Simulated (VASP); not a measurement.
# Al2H (R-3m) in VASP: single point with PBE

Aim: the single point of Al2H with PBE.

Program: VASP 6.6.1. These are calculated values, not measurements. Logs are shortened: lines on timing, memory, paths and dates and some standing lists are left out, and cuts for length are marked.

**1. The cell of the first run**

The structure is trigonal, space group R-3m (No. 166). The conventional cell has a = 4.533 Å, b = 4.533 Å, c = 13.639 Å, α = 90.00°, β = 90.00°, γ = 120.00°. Al (site symmetry 3m) has 6 H at 2.65 to 2.90 Å and 11 Al at 2.75 to 3.17 Å within 3.5 Å. Within 3.2 Å of Al (site symmetry 3m) lie 5 H at 2.22 to 3.05 Å and 10 Al at 2.72 to 3.17 Å. H (site symmetry 3m) has 1 H at 0.82 Å within 1.1 Å.

The cell was generated, and may not be a known phase.

**2. Single point, PBE**

The input, INCAR:

```
SYSTEM = Al2H
PREC = Accurate
ENCUT = 500
EDIFF = 1E-6
ISMEAR = 0
SIGMA = 0.2
LREAL = .FALSE.
LASPH = .TRUE.
NELM = 120
ALGO = Normal
ISIF = 2
LWAVE = .FALSE.
LCHARG = .FALSE.
GGA = PE
NBANDS = 16
GGA_COMPAT = .FALSE.
```

The input, KPOINTS:

```
Automatic mesh
0
G
  4 4 4
  0 0 0
```

The input, POSCAR:

```
Al2H
1.0
    2.2667378173      1.3087016890      4.5461970258
   -2.2667378173      1.3087016890      4.5461970258
    0.0000000000     -2.6174033780      4.5461970258
Al H
4 2
Direct
    0.3952945991      0.3952945991      0.3952945991
    0.6047054009      0.6047054009      0.6047054009
    0.8066912082      0.8066912082      0.8066912082
    0.1933087918      0.1933087918      0.1933087918
    0.0302378274      0.0302378274      0.0302378274
    0.9697621726      0.9697621726      0.9697621726
```

Potentials or basis: VASP PAW PBE potentials, release 64 (Al, H).

On the command line:

```sh
$ cat potpaw_PBE.64/Al/POTCAR potpaw_PBE.64/H/POTCAR > POTCAR
$ mpirun -np 1 vasp_std > vasp.out
```

OUTCAR:

```text
SYSTEM = Al2H
   PREC = Accurate
   ENCUT = 500
   EDIFF = 1E-6
   ISMEAR = 0
   LREAL = .FALSE.
   LASPH = .TRUE.
   NELM = 120
   ISIF = 2
   GGA = PE

 ion  position               nearest neighbor table
   1  0.395  0.395  0.395-   4 2.75   3 2.83   3 2.83   3 2.83   2 2.86   2 3.12   2 3.12   2 3.12
                             4 3.17   4 3.17   4 3.17
   2  0.605  0.605  0.605-   3 2.75   4 2.83   4 2.83   4 2.83   1 2.86   1 3.12   1 3.12   1 3.12
                             3 3.17   3 3.17   3 3.17
   3  0.807  0.807  0.807-   4 2.72   4 2.72   4 2.72   2 2.75   1 2.83   1 2.83   1 2.83   2 3.17
                             2 3.17   2 3.17
   4  0.193  0.193  0.193-   3 2.72   3 2.72   3 2.72   1 2.75   2 2.83   2 2.83   2 2.83   1 3.17
                             1 3.17   1 3.17
   5  0.030  0.030  0.030-   6 0.82
   6  0.970  0.970  0.970-   5 0.82

  LATTYP: Found a trigonal (rhomboedric) cell.
 ALAT       =     5.2458276602
 COS(alpha) =     0.6265740120

  Lattice vectors:

 A1 = (   2.2667378173,   1.3087016890,   4.5461970258)
 A2 = (  -2.2667378173,   1.3087016890,   4.5461970258)
 A3 = (   0.0000000000,  -2.6174033780,   4.5461970258)

Analysis of symmetry for initial positions (statically):
=====================================================================
 Subroutine PRICEL returns:
 Original cell was already a primitive cell.

 Routine SETGRP: Setting up the symmetry group for a
 trigonal (rhombohedral) supercell.

 Subroutine GETGRP returns: Found 12 space group operations
 (whereof 12 operations were pure point group operations)
 out of a pool of 12 trial point group operations.

The static configuration has the point symmetry D_3d.

Analysis of symmetry for dynamics (positions and initial velocities):
=====================================================================
 Subroutine PRICEL returns:
 Original cell was already a primitive cell.

 Routine SETGRP: Setting up the symmetry group for a
 trigonal (rhombohedral) supercell.

 Subroutine GETGRP returns: Found 12 space group operations
 (whereof 12 operations were pure point group operations)
 out of a pool of 12 trial point group operations.

The dynamic configuration has the point symmetry D_3d.

 Subroutine INISYM returns: Found 12 space group operations
 (whereof 12 operations are pure point group operations),
 and found     1 'primitive' translations

----------------------------------------------------------------------------------------

                                     Primitive cell

  volume of cell :      80.9173

  direct lattice vectors                    reciprocal lattice vectors
     2.266737817  1.308701689  4.546197026     0.220581311  0.127352679  0.073321357
    -2.266737817  1.308701689  4.546197026    -0.220581311  0.127352679  0.073321357
     0.000000000 -2.617403378  4.546197026     0.000000000 -0.254705359  0.073321357

  length of vectors
     5.245827660  5.245827660  5.245827660     0.265048752  0.265048752  0.265048752

  position of ions in fractional coordinates (direct lattice)
     0.395294599  0.395294599  0.395294599
     0.604705401  0.604705401  0.604705401
     0.806691208  0.806691208  0.806691208
     0.193308792  0.193308792  0.193308792
     0.030237827  0.030237827  0.030237827
     0.969762173  0.969762173  0.969762173

  ion indices of the primitive-cell ions
   primitive index   ion index
                 1           1
                 2           2
                 3           3
                 4           4
                 5           5
                 6           6

----------------------------------------------------------------------------------------

 KPOINTS: Automatic mesh

Automatic generation of k-mesh.
 Grid dimensions read from file:
 generate k-points for:    4    4    4

 Generating k-lattice:

  Cartesian coordinates                     Fractional coordinates (reciprocal lattice)
     0.055145328  0.031838170  0.018330339     0.250000000  0.000000000  0.000000000
    -0.055145328  0.031838170  0.018330339     0.000000000  0.250000000  0.000000000
     0.000000000 -0.063676340  0.018330339     0.000000000  0.000000000  0.250000000

  Length of vectors
     0.066262188  0.066262188  0.066262188

  Shift w.r.t. Gamma in fractional coordinates (k-lattice)
     0.000000000  0.000000000  0.000000000

 Subroutine IBZKPT returns following result:
 ===========================================

 Found     13 irreducible k-points:

 Following reciprocal coordinates:
            Coordinates               Weight
  0.000000  0.000000  0.000000      1.000000
  0.250000  0.000000  0.000000      6.000000
  0.500000  0.000000  0.000000      3.000000
  0.250000  0.250000  0.000000      6.000000
  0.500000  0.250000  0.000000     12.000000
 -0.250000  0.250000  0.000000      6.000000
  0.500000  0.500000  0.000000      3.000000
  0.250000  0.250000  0.250000      2.000000
  0.500000  0.250000  0.250000      6.000000
 -0.250000  0.250000  0.250000      6.000000
  0.500000  0.500000  0.250000      6.000000
 -0.250000  0.500000  0.250000      6.000000
  0.500000  0.500000  0.500000      1.000000
   k-points           NKPTS =     13   k-points in BZ     NKDIM =     13   number of bands    NBANDS=     16
   number of dos      NEDOS =    301   number of ions     NIONS =      6
   total plane-waves  NPLWV =  64000
   dimension x,y,z NGX =    40 NGY =   40 NGZ =   40
   dimension x,y,z NGXF=    80 NGYF=   80 NGZF=   80
   ions per type =               4   2
   NGX,Y,Z   is equivalent  to a cutoff of  12.68, 12.68, 12.68 a.u.
   NGXF,Y,Z  is equivalent  to a cutoff of  25.35, 25.35, 25.35 a.u.
 SYSTEM =  Al2H
   PREC   = accura    normal or accurate (medium, high low for compatibility)
   ISTART =      0    job   : 0-new  1-cont  2-samecut
   ICHARG =      2    charge: 1-file 2-atom 10-const
   ISPIN  =      1    spin polarized calculation?
   LNONCOLLINEAR =      F non collinear calculations
   LSORBIT =      F    spin-orbit coupling
   LASPH  =      T    aspherical Exc in radial PAW
   ENCUT  =  500.0 eV  36.75 Ry    6.06 a.u.   9.56  9.56  9.56*2*pi/ulx,y,z
   NELM   =    120;   NELMIN=  2; NELMDL= -5     # of ELM steps
   EDIFF  = 0.1E-05   stopping-criterion for ELM
   LREAL  =      F    real-space projection
   EDIFFG = 0.1E-04   stopping-criterion for IOM
   NSW    =      0    number of steps for IOM
   IBRION =     -1    ionic relax: 0-MD 1-quasi-New 2-CG
   NFREE  =      0    steps in history (QN), initial steepest desc. (CG)
   ISIF   =      2    stress and relaxation
   ISYM   =      2    0-nonsym 1-usesym 2-fastsym
   POTIM  = 0.5000    time-step for ionic-motion
   TEBEG  =    0.0;   TEEND  =   0.0 temperature during run
   PSTRESS=    0.0 pullay stress
   NELECT =      14.0000    total number of electrons
   NUPDOWN=      -1.0000    fix difference up-down
   EMIN   =  10.00;   EMAX   =-10.00  energy-range for DOS
   EFERMI =   0.00;   METHOD = LEGACY
   ISMEAR =     0;   SIGMA  =   0.20  broadening in eV -4-tet -1-fermi 0-gaus
   EFERMI_NEDOS =   21; number of points for ismear=-14 and -15
   IALGO  =     38    algorithm
   IMIX   =      4    mixing-type and parameters
     AMIX     =   0.40;   BMIX     =  1.00
     AMIX_MAG =   1.60;   BMIX_MAG =  1.00
  volume/ion in A,a.u.               =      13.49        91.01
  Fermi-wavevector in a.u.,A,eV,Ry     =   0.912229  1.723862 11.322238  0.832161
  Thomas-Fermi vector in A             =   2.036600
   LORBIT       =      0    0 simple, 1 ext, 2 COOP (PROOUT), +10 PAW based schemes
   GGA     = PE    functional components
   LHFCALC =     F    Hartree Fock is set to
   AEXX    =    0.0000 exact exchange contribution
   IVDW    =     0    specifies the selected vdW correction
   LEPSILON=     F    determine dielectric tensor
   LRPA    =     F    only Hartree local field effects (RPA)
 non-spin polarized calculation
 Gauss-broadening in eV      SIGMA  =   0.20
  energy-cutoff  :      500.00
  volume of cell :       80.92
 maximum number of plane-waves:      2081
 NGX is ok and might be reduce to    40
   NGX = 19   NGY = 19   NGZ = 19

 number of electron      14.0000000 magnetization

 Free energy of the ion-electron system (eV)
  ---------------------------------------------------
  ext. energy  EPLUGINS =         0.00000000
  ---------------------------------------------------
  free energy    TOTEN  =       -20.26347682 eV

  energy without entropy =      -20.21778261  energy(sigma->0) =      -20.24062972

 E-fermi :   6.4557     XC(G=0):  -9.7639

 val. band max:        6.2650991740   @ k =  -0.2500   0.5000   0.2500
 cond. band min:       6.4837584093   @ k =  -0.2500   0.2500   0.2500
 fundamental gap:      0.2186592353
 Fermi energy:         6.4556703656

 k-point     1 :       0.0000    0.0000    0.0000
  band No.  band energies     occupation
      1      -4.6432      2.00000
      2       0.4202      2.00000
      3       2.9201      2.00000
      4       3.6157      2.00000
      5       5.5569      2.00000
      6       5.5569      2.00000
[... 8 lines left out ...]
     15       9.2595      0.00000
     16      15.4172      0.00000

 k-point     2 :       0.2500    0.0000    0.0000
  band No.  band energies     occupation
      1      -4.0563      2.00000
      2      -0.0570      2.00000
      3       1.9712      2.00000
      4       3.1109      2.00000
      5       4.4494      2.00000
      6       4.5972      2.00000
[... 8 lines left out ...]
     15      12.2012      0.00000
     16      13.0266      0.00000

 k-point     3 :       0.5000    0.0000    0.0000
  band No.  band energies     occupation
      1      -2.8252      2.00000
      2      -1.5822      2.00000
      3       1.1820      2.00000
      4       2.9402      2.00000
      5       3.9849      2.00000
      6       4.0569      2.00000
[... 8 lines left out ...]
     15      14.9702      0.00000
     16      15.2676      0.00000
[... 153 lines left out ...]
 k-point    12 :      -0.2500    0.5000    0.2500
  band No.  band energies     occupation
      1      -2.3033      2.00000
      2      -0.8920      2.00000
      3      -0.0039      2.00000
      4       0.1803      2.00000
      5       3.5555      2.00000
      6       4.6004      2.00000
[... 8 lines left out ...]
     15      13.1355      0.00000
     16      13.8022      0.00000

 k-point    13 :       0.5000    0.5000    0.5000
  band No.  band energies     occupation
      1      -3.2117      2.00000
      2      -2.6635      2.00000
      3       1.8283      2.00000
      4       5.0676      2.00000
      5       5.0676      2.00000
      6       5.6271      2.00000
[... 8 lines left out ...]
     15      11.4871      0.00000
     16      11.5686      0.00000

------------------------ aborting loop because EDIFF is reached ----------------------------------------

  FORCE on cell =-STRESS in cart. coord.  units (eV):
  Direction    XX          YY          ZZ          XY          YZ          ZX
  --------------------------------------------------------------------------------------
  -------------------------------------------------------------------------------------
  Total       -0.0521812     -0.0521812      0.0787589      0.0000000      0.0000000      0.0000000
  in kB       -1.0331967     -1.0331967      1.5594405      0.0000000      0.0000000      0.0000000
  external PRESSURE =      -0.1689843 kB  Pullay stress =       0.0000000 kB

 VOLUME and BASIS-vectors are now :
 -----------------------------------------------------------------------------
  energy-cutoff  :      500.00
  volume of cell :       80.92
      direct lattice vectors                 reciprocal lattice vectors
     2.266737817  1.308701689  4.546197026     0.220581311  0.127352679  0.073321357
    -2.266737817  1.308701689  4.546197026    -0.220581311  0.127352679  0.073321357
     0.000000000 -2.617403378  4.546197026     0.000000000 -0.254705359  0.073321357

 POSITION                                       TOTAL-FORCE (eV/Angst)
 -----------------------------------------------------------------------------------
      0.00000      0.00000      5.39126         0.000000     -0.000000      0.028548
      0.00000      0.00000      8.24733         0.000000      0.000000     -0.028548
      0.00000      0.00000     11.00213         0.000000     -0.000000      0.000987
      0.00000      0.00000      2.63646         0.000000      0.000000     -0.000987
      0.00000      0.00000      0.41240         0.000000     -0.000000     -0.056579
      0.00000      0.00000     13.22619         0.000000      0.000000      0.056579
 -----------------------------------------------------------------------------------
    total drift:                                0.000000      0.000000      0.000000

  FREE ENERGIE OF THE ION-ELECTRON SYSTEM (eV)
  ---------------------------------------------------
  free  energy   TOTEN  =       -20.2634768242 eV

  energy  without entropy=      -20.2177826140  energy(sigma->0) =      -20.24062972
```

Wall time 36 s (1 thread of Intel Xeon 8259CL, shared host); peak memory 0.22 GiB.

Results:

```
Free energy            : -20.2635 eV
Pressure               : 0.0 GPa
Largest force          : 0.057 eV/Å
Band gap on the k mesh : zero (bands 7 and 8 overlap by 1.84 eV)
```

Forces in eV/Å, atoms in the order of the input:
```
Al   0.000  0.000  0.029
Al   0.000  0.000 -0.029
Al   0.000  0.000  0.001
Al   0.000  0.000 -0.001
H    0.000  0.000 -0.057
H    0.000  0.000  0.057
```

Caveat: the k points lie up to 0.42 Å⁻¹ apart, too coarse for converged energies and pressures of a metal.

The gap in the log of VASP goes by the Fermi energy; the results here count the filled bands.